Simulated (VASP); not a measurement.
# Li2HfN2 (P-3m1) in VASP: further runs

Li2HfN2 is run at these levels: LDA; tasks: single point.

All numbers are computed with VASP 6.6.1; they aren't measurements. Logs are shortened: lines on timing, memory, paths and dates and some standing lists are left out, and cuts for length are marked.

## (1) The cell of the first run

The structure is trigonal, space group P-3m1 (No. 164). Conventional cell: a = 3.367 Å, b = 3.367 Å, c = 5.424 Å, α = 90.00°, β = 90.00°, γ = 120.00°. Li (site symmetry 3m) has 4 N at 2.13 to 2.15 Å and 3 Li at 2.32 Å and 3 Hf at 2.84 Å within 2.9 Å. Within 3.0 Å of Hf (site symmetry -3m) lie 6 N at 2.28 Å and 6 Li at 2.84 Å. N (site symmetry 3m) has 4 Li at 2.13 to 2.15 Å and 3 Hf at 2.28 Å within 2.8 Å.

## (2) Single point, LDA (strain +0.040 along x and y, +0.000 along z)

File INCAR:

```
SYSTEM = Li2HfN2
PREC = Accurate
ENCUT = 750
EDIFF = 1E-6
ISMEAR = 0
SIGMA = 0.05
LREAL = .FALSE.
LASPH = .TRUE.
NELM = 120
ALGO = Normal
ISIF = 2
LWAVE = .FALSE.
LCHARG = .TRUE.
LELF = .TRUE.
LVHAR = .TRUE.
NBANDS = 21
GGA_COMPAT = .FALSE.
```

File KPOINTS:

```
regular mesh
0
G
  9 9 6
  0 0 0
```

File POSCAR:

```
Li2HfN2
1.0
    3.3666057914      0.0000000000      0.0000000000
   -1.6833028957      2.9155661399      0.0000000000
    0.0000000000      0.0000000000      5.4235951800
Li Hf N
2 1 2
Direct
    0.6666666667      0.3333333333      0.3827885700
    0.3333333333      0.6666666667      0.6172114300
    0.0000000000      0.0000000000      0.0000000000
    0.6666666667      0.3333333333      0.7793848600
    0.3333333333      0.6666666667      0.2206151400
```

Potentials or basis: VASP PAW LDA potentials, release 64 (Li_sv, Hf_pv, N).

Command:

```bash
cat potpaw_LDA.64/Li_sv/POTCAR potpaw_LDA.64/Hf_pv/POTCAR potpaw_LDA.64/N/POTCAR > POTCAR
mpirun -np 1 vasp_std > vasp.out
```

OUTCAR:

```text
SYSTEM = Li2HfN2
   PREC = Accurate
   ENCUT = 750
   EDIFF = 1E-6
   ISMEAR = 0
   LREAL = .FALSE.
   LASPH = .TRUE.
   NELM = 120
   ISIF = 2

 ion  position               nearest neighbor table
   1  0.667  0.333  0.383-   5 2.13   5 2.13   5 2.13   4 2.15   2 2.32   2 2.32   2 2.32   3 2.84
                             3 2.84   3 2.84
   2  0.333  0.667  0.617-   4 2.13   4 2.13   4 2.13   5 2.15   1 2.32   1 2.32   1 2.32   3 2.84
                             3 2.84   3 2.84
   3  0.000  0.000  0.000-   4 2.28   5 2.28   4 2.28   5 2.28   4 2.28   5 2.28   1 2.84   2 2.84
                             2 2.84   1 2.84   1 2.84   2 2.84
   4  0.667  0.333  0.779-   2 2.13   2 2.13   2 2.13   1 2.15   3 2.28   3 2.28   3 2.28
   5  0.333  0.667  0.221-   1 2.13   1 2.13   1 2.13   2 2.15   3 2.28   3 2.28   3 2.28

  LATTYP: Found a hexagonal cell.
 ALAT       =     3.3666057914
 C/A-ratio  =     1.6109979950

  Lattice vectors:

 A1 = (   3.3666057914,   0.0000000000,   0.0000000000)
 A2 = (  -1.6833028957,   2.9155661399,   0.0000000000)
 A3 = (   0.0000000000,   0.0000000000,   5.4235951800)

Analysis of symmetry for initial positions (statically):
=====================================================================
 Subroutine PRICEL returns:
 Original cell was already a primitive cell.

 Routine SETGRP: Setting up the symmetry group for a
 hexagonal supercell.

 Subroutine GETGRP returns: Found 12 space group operations
 (whereof 12 operations were pure point group operations)
 out of a pool of 24 trial point group operations.

The static configuration has the point symmetry D_3d.

Analysis of symmetry for dynamics (positions and initial velocities):
=====================================================================
 Subroutine PRICEL returns:
 Original cell was already a primitive cell.

 Routine SETGRP: Setting up the symmetry group for a
 hexagonal supercell.

 Subroutine GETGRP returns: Found 12 space group operations
 (whereof 12 operations were pure point group operations)
 out of a pool of 24 trial point group operations.

The dynamic configuration has the point symmetry D_3d.

 Subroutine INISYM returns: Found 12 space group operations
 (whereof 12 operations are pure point group operations),
 and found     1 'primitive' translations

----------------------------------------------------------------------------------------

                                     Primitive cell

  volume of cell :      53.2356

  direct lattice vectors                    reciprocal lattice vectors
     3.366605791  0.000000000  0.000000000     0.297035074  0.171493280  0.000000000
    -1.683302896  2.915566140  0.000000000     0.000000000  0.342986560  0.000000000
     0.000000000  0.000000000  5.423595180     0.000000000  0.000000000  0.184379543

  length of vectors
     3.366605791  3.366605791  5.423595180     0.342986560  0.342986560  0.184379543

  position of ions in fractional coordinates (direct lattice)
     0.666666667  0.333333333  0.382788570
     0.333333333  0.666666667  0.617211430
     0.000000000  0.000000000  0.000000000
     0.666666667  0.333333333  0.779384860
     0.333333333  0.666666667  0.220615140

  ion indices of the primitive-cell ions
   primitive index   ion index
                 1           1
                 2           2
                 3           3
                 4           4
                 5           5

----------------------------------------------------------------------------------------

 KPOINTS: regular mesh

Automatic generation of k-mesh.
 Grid dimensions read from file:
 generate k-points for:    9    9    6

 Generating k-lattice:

  Cartesian coordinates                     Fractional coordinates (reciprocal lattice)
     0.033003897  0.019054809  0.000000000     0.111111111  0.000000000  0.000000000
     0.000000000  0.038109618  0.000000000     0.000000000  0.111111111  0.000000000
     0.000000000  0.000000000  0.030729924     0.000000000  0.000000000  0.166666667

  Length of vectors
     0.038109618  0.038109618  0.030729924

  Shift w.r.t. Gamma in fractional coordinates (k-lattice)
     0.000000000  0.000000000  0.000000000

 Subroutine IBZKPT returns following result:
 ===========================================

 Found     62 irreducible k-points:

 Following reciprocal coordinates:
            Coordinates               Weight
  0.000000  0.000000  0.000000      1.000000
  0.111111  0.000000  0.000000      6.000000
  0.222222 -0.000000  0.000000      6.000000
  0.333333  0.000000  0.000000      6.000000
  0.444444 -0.000000  0.000000      6.000000
  0.111111  0.111111  0.000000      6.000000
[... 16 lines left out ...]
  0.222222  0.111111  0.166667     12.000000
 -0.111111  0.333333  0.166667     12.000000
 [... further k-points ...]
   k-points           NKPTS =     62   k-points in BZ     NKDIM =     62   number of bands    NBANDS=     21
   number of dos      NEDOS =    301   number of ions     NIONS =      5
   total plane-waves  NPLWV =  43200
   dimension x,y,z NGX =    30 NGY =   30 NGZ =   48
   dimension x,y,z NGXF=    60 NGYF=   60 NGZF=   96
   ions per type =               2   1   2
   NGX,Y,Z   is equivalent  to a cutoff of  14.81, 14.81, 14.71 a.u.
   NGXF,Y,Z  is equivalent  to a cutoff of  29.63, 29.63, 29.43 a.u.
 SYSTEM =  Li2HfN2
   PREC   = accura    normal or accurate (medium, high low for compatibility)
   ISTART =      0    job   : 0-new  1-cont  2-samecut
   ICHARG =      2    charge: 1-file 2-atom 10-const
   ISPIN  =      1    spin polarized calculation?
   LNONCOLLINEAR =      F non collinear calculations
   LSORBIT =      F    spin-orbit coupling
   LASPH  =      T    aspherical Exc in radial PAW
   ENCUT  =  750.0 eV  55.12 Ry    7.42 a.u.   7.52  7.52 12.11*2*pi/ulx,y,z
   NELM   =    120;   NELMIN=  2; NELMDL= -5     # of ELM steps
   EDIFF  = 0.1E-05   stopping-criterion for ELM
   LREAL  =      F    real-space projection
   EDIFFG = 0.1E-04   stopping-criterion for IOM
   NSW    =      0    number of steps for IOM
   IBRION =     -1    ionic relax: 0-MD 1-quasi-New 2-CG
   NFREE  =      0    steps in history (QN), initial steepest desc. (CG)
   ISIF   =      2    stress and relaxation
   ISYM   =      2    0-nonsym 1-usesym 2-fastsym
   POTIM  = 0.5000    time-step for ionic-motion
   TEBEG  =    0.0;   TEEND  =   0.0 temperature during run
   PSTRESS=    0.0 pullay stress
   NELECT =      26.0000    total number of electrons
   NUPDOWN=      -1.0000    fix difference up-down
   EMIN   =  10.00;   EMAX   =-10.00  energy-range for DOS
   EFERMI =   0.00;   METHOD = LEGACY
   ISMEAR =     0;   SIGMA  =   0.05  broadening in eV -4-tet -1-fermi 0-gaus
   EFERMI_NEDOS =   21; number of points for ismear=-14 and -15
   IALGO  =     38    algorithm
   IMIX   =      4    mixing-type and parameters
     AMIX     =   0.40;   BMIX     =  1.00
     AMIX_MAG =   1.60;   BMIX_MAG =  1.00
  volume/ion in A,a.u.               =      10.65        71.85
  Fermi-wavevector in a.u.,A,eV,Ry     =   1.289234  2.436299 22.614580  1.662125
  Thomas-Fermi vector in A             =   2.421139
   LORBIT       =      0    0 simple, 1 ext, 2 COOP (PROOUT), +10 PAW based schemes
   GGA     = CA    functional components
   LHFCALC =     F    Hartree Fock is set to
   AEXX    =    0.0000 exact exchange contribution
   IVDW    =     0    specifies the selected vdW correction
   LEPSILON=     F    determine dielectric tensor
   LRPA    =     F    only Hartree local field effects (RPA)
 non-spin polarized calculation
 Gauss-broadening in eV      SIGMA  =   0.05
  energy-cutoff  :      750.00
  volume of cell :       53.24
 maximum number of plane-waves:      2506
 NGX is ok and might be reduce to    30
   NGX = 15   NGY = 15   NGZ = 25

 number of electron      25.9999998 magnetization

 Free energy of the ion-electron system (eV)
  ---------------------------------------------------
  ext. energy  EPLUGINS =         0.00000000
  ---------------------------------------------------
  free energy    TOTEN  =       -39.51124274 eV

  energy without entropy =      -39.51124274  energy(sigma->0) =      -39.51124274

 E-fermi :   3.8116     XC(G=0): -11.0868

 val. band max:        3.6091032479   @ k =   0.0000   0.0000   0.0000
 cond. band min:       5.5110971597   @ k =   0.4444  -0.0000   0.5000
 fundamental gap:      1.9019939118
 Fermi energy:         3.8116392317

 k-point     1 :       0.0000    0.0000    0.0000
  band No.  band energies     occupation
      1     -39.7762      2.00000
      2     -39.6095      2.00000
      3     -26.3264      2.00000
      4     -26.0061      2.00000
      5     -26.0061      2.00000
      6      -9.8485      2.00000
[... 13 lines left out ...]
     20      10.8068      0.00000
     21      12.3358      0.00000

 k-point     2 :       0.1111    0.0000    0.0000
  band No.  band energies     occupation
      1     -39.7710      2.00000
      2     -39.6132      2.00000
      3     -26.3167      2.00000
      4     -26.0586      2.00000
      5     -26.0173      2.00000
      6      -9.6888      2.00000
[... 13 lines left out ...]
     20      11.5999      0.00000
     21      12.2866      0.00000

 k-point     3 :       0.2222   -0.0000    0.0000
  band No.  band energies     occupation
      1     -39.7565      2.00000
      2     -39.6239      2.00000
      3     -26.2921      2.00000
      4     -26.1887      2.00000
      5     -26.0457      2.00000
      6      -9.2837      2.00000
[... 13 lines left out ...]
     20      11.9114      0.00000
     21      13.2498      0.00000
[... 457 lines left out ...]
 k-point    23 :       0.2222    0.1111    0.1667
  band No.  band energies     occupation
      1     -39.7434      2.00000
      2     -39.6340      2.00000
      3     -26.2772      2.00000
      4     -26.2669      2.00000
      5     -26.0831      2.00000
      6      -8.9473      2.00000
[... 13 lines left out ...]
     20      12.7908      0.00000
     21      13.4795      0.00000

 k-point    24 :      -0.1111    0.3333    0.1667
  band No.  band energies     occupation
      1     -39.7435      2.00000
      2     -39.6339      2.00000
      3     -26.2774      2.00000
      4     -26.2667      2.00000
      5     -26.0831      2.00000
      6      -8.9658      2.00000
[... 13 lines left out ...]
     20      11.8183      0.00000
     21      13.9737      0.00000

 [... further k-points ...]
[... 5 lines left out ...]
  --------------------------------------------------------------------------------------
  -------------------------------------------------------------------------------------
  Total       -7.4359173     -7.4359173     -3.7586180      0.0000000     -0.0000000      0.0000000
  in kB     -223.7910453   -223.7910453   -113.1192033      0.0000000     -0.0000000      0.0000000
  external PRESSURE =    -186.9004313 kB  Pullay stress =       0.0000000 kB

 VOLUME and BASIS-vectors are now :
 -----------------------------------------------------------------------------
  energy-cutoff  :      750.00
  volume of cell :       53.24
      direct lattice vectors                 reciprocal lattice vectors
     3.366605791  0.000000000  0.000000000     0.297035074  0.171493280  0.000000000
    -1.683302896  2.915566140  0.000000000     0.000000000  0.342986560  0.000000000
     0.000000000  0.000000000  5.423595180     0.000000000  0.000000000  0.184379543

 POSITION                                       TOTAL-FORCE (eV/Angst)
 -----------------------------------------------------------------------------------
      1.68330      0.97186      2.07609         0.000000      0.000000     -0.054786
     -0.00000      1.94371      3.34750        -0.000000      0.000000      0.054786
      0.00000      0.00000      0.00000         0.000000      0.000000      0.000000
      1.68330      0.97186      4.22707        -0.000000      0.000000      0.620736
     -0.00000      1.94371      1.19653         0.000000     -0.000000     -0.620736
 -----------------------------------------------------------------------------------
    total drift:                                0.000000      0.000000      0.000000

  FREE ENERGIE OF THE ION-ELECTRON SYSTEM (eV)
  ---------------------------------------------------
  free  energy   TOTEN  =       -39.5112427361 eV

  energy  without entropy=      -39.5112427361  energy(sigma->0) =      -39.51124274
```

Wall time 56 s (1 thread of Intel Xeon 6975P-C (Granite Rapids), shared host); peak memory 0.25 GiB.

What came out:

| Property | Result |
| --- | --- |
| Free energy | -39.5112 eV |
| Pressure | -18.7 GPa |
| Largest force | 0.621 eV/Å |
| Band gap on the k mesh | 1.90 eV (least direct gap 2.64 eV) |

Forces on the atoms (eV/Å):
```
Li   0.000  0.000 -0.055
Li   0.000  0.000  0.055
Hf   0.000  0.000  0.000
N    0.000  0.000  0.621
N    0.000  0.000 -0.621
```

Caveat: the cell differs from its parent crystal (strain +0.040 along x and y, +0.000 along z); the cell stands under tension; spin-orbit coupling is left out, which moves the levels of the heavy elements; an odd mesh through Γ misses points on the zone boundary, where band edges can lie.

## (3) Single point, LDA (strain +0.080 along x and y, -0.040 along z)

File INCAR:

```
SYSTEM = Li2HfN2
PREC = Accurate
ENCUT = 750
EDIFF = 1E-6
ISMEAR = 0
SIGMA = 0.05
LREAL = .False.
LASPH = .True.
NELM = 120
ALGO = Normal
ISIF = 2
LWAVE = .False.
LCHARG = .False.
GGA = CA
NBANDS = 21
GGA_COMPAT = .False.
```

File KPOINTS:

```
regular mesh
0
Gamma
  9 9 6
  0 0 0
```

POSCAR: that of step 2 with these lines changed.

```diff
@@ -2,5 +2,5 @@
 1.0
-    3.3666057914      0.0000000000      0.0000000000
-   -1.6833028957      2.9155661399      0.0000000000
-    0.0000000000      0.0000000000      5.4235951800
+    3.4960906296      0.0000000000      0.0000000000
+   -1.7480453148      3.0277032991      0.0000000000
+    0.0000000000      0.0000000000      5.2066513728
 Li Hf N
```

Potentials or basis: VASP PAW LDA potentials, release 64 (Li_sv, Hf_pv, N).

Command:

```bash
cat potpaw_LDA.64/Li_sv/POTCAR potpaw_LDA.64/Hf_pv/POTCAR potpaw_LDA.64/N/POTCAR > POTCAR
mpirun -np 1 vasp_std > vasp.out
```

Wall time 54 s (1 thread of Intel Xeon 6975P-C (Granite Rapids), shared host); peak memory 0.25 GiB.

Results (log left out):

| Quantity | Value |
| --- | --- |
| Free energy | -38.9435 eV |
| Pressure | -23.1 GPa |
| Largest force | 0.701 eV/Å |
| Band gap on the k mesh | 2.00 eV (least direct gap 2.52 eV) |

Forces on the atoms (eV/Å):
```
Li   0.000  0.000  0.101
Li   0.000  0.000 -0.101
Hf   0.000  0.000  0.000
N    0.000  0.000  0.701
N    0.000  0.000 -0.701
```

Stress tensor (GPa, compression positive):
```
-31.41   0.00   0.00
  0.00 -31.41   0.00
  0.00   0.00  -6.63
```

Levels at points of the mesh, in eV from the valence-band top:
| k point | band 10 | band 11 | band 12 | band 13 | band 14 | band 15 | band 16 | band 17 |
| --- | --- | --- | --- | --- | --- | --- | --- | --- |
| (0.00, 0.00, 0.00) | -2.80 | -0.02 | -0.02 | -0.02 | 2.85 | 2.85 | 2.88 | 5.18 |
| (0.00, 0.00, 0.50) | -2.69 | -1.57 | -0.30 | -0.30 | 2.70 | 2.70 | 3.46 | 5.89 |

Caveat: the cell differs from its parent crystal (strain +0.080 along x and y, -0.040 along z); the cell stands under tension; spin-orbit coupling is left out, which moves the levels of the heavy elements; an odd mesh through Γ misses points on the zone boundary, where band edges can lie.

## (4) Single point, LDA (strain +0.040 along x and y, +0.040 along z)

INCAR is that of step 3.

File KPOINTS:

```
Automatic mesh
0
Gamma
  9 9 6
  0 0 0
```

POSCAR: that of step 3 with these lines changed.

```diff
@@ -2,5 +2,5 @@
 1.0
-    3.4960906296      0.0000000000      0.0000000000
-   -1.7480453148      3.0277032991      0.0000000000
-    0.0000000000      0.0000000000      5.2066513728
+    3.3666057914      0.0000000000      0.0000000000
+   -1.6833028957      2.9155661399      0.0000000000
+    0.0000000000      0.0000000000      5.6405389872
 Li Hf N
```

Command:

```bash
cat potpaw_LDA.64/Li_sv/POTCAR potpaw_LDA.64/Hf_pv/POTCAR potpaw_LDA.64/N/POTCAR > POTCAR
mpirun -np 1 vasp_std > vasp.out
```

It took 79 s on 1 thread of Intel Xeon 6975P-C (Granite Rapids), shared host; peak memory 0.24 GiB.

The run converged. Its results:

- Free energy: -39.3078 eV
- Pressure: -22.2 GPa
- Largest force: 0.980 eV/Å
- Band gap on the k mesh: 1.71 eV (least direct gap 2.52 eV)

Forces on the atoms (eV/Å):
```
Li   0.000  0.000 -0.267
Li   0.000  0.000  0.267
Hf   0.000  0.000  0.000
N    0.000  0.000  0.980
N    0.000  0.000 -0.980
```

Stress tensor (GPa, compression positive):
```
-23.50   0.00   0.00
  0.00 -23.50   0.00
  0.00   0.00 -19.59
```

Levels at points of the mesh, in eV from the valence-band top:
```csv
k point,band 10,band 11,band 12,band 13,band 14,band 15,band 16,band 17
"(0.00, 0.00, 0.00)",-2.51,-0.33,0.00,0.00,3.08,3.08,3.38,3.84
"(0.00, 0.00, 0.50)",-2.45,-1.90,-0.17,-0.17,3.01,3.01,3.66,5.83
```

Caveat: the cell differs from its parent crystal (strain +0.040 along x and y, +0.040 along z); the cell stands under tension; spin-orbit coupling is left out, which moves the levels of the heavy elements; an odd mesh through Γ misses points on the zone boundary, where band edges can lie.

## (5) Summary

```tsv
cell	gap on the mesh (eV)	pressure (GPa)	largest force (eV/Å)
a = 3.367, b = 3.367, c = 5.424 Å, angles 90.0, 90.0, 120.0°, 5 atoms	1.90	-18.7	0.62
a = 3.496, b = 3.496, c = 5.207 Å, angles 90.0, 90.0, 120.0°, 5 atoms	2.00	-23.1	0.70
a = 3.367, b = 3.367, c = 5.641 Å, angles 90.0, 90.0, 120.0°, 5 atoms	1.71	-22.2	0.98
```

Alike in all rows: task single point; level LDA; potentials or basis VASP PAW LDA potentials, release 64 (Li_sv, Hf_pv, N); no spin polarisation; k mesh 9 × 9 × 6; cutoff (eV) 750; smearing gaussian 0.05 eV.

Caveats: the cell stands under tension; spin-orbit coupling is left out, which moves the levels of the heavy elements; an odd mesh through Γ misses points on the zone boundary, where band edges can lie.

Absolute energies hang on the potentials; compare differences alone.
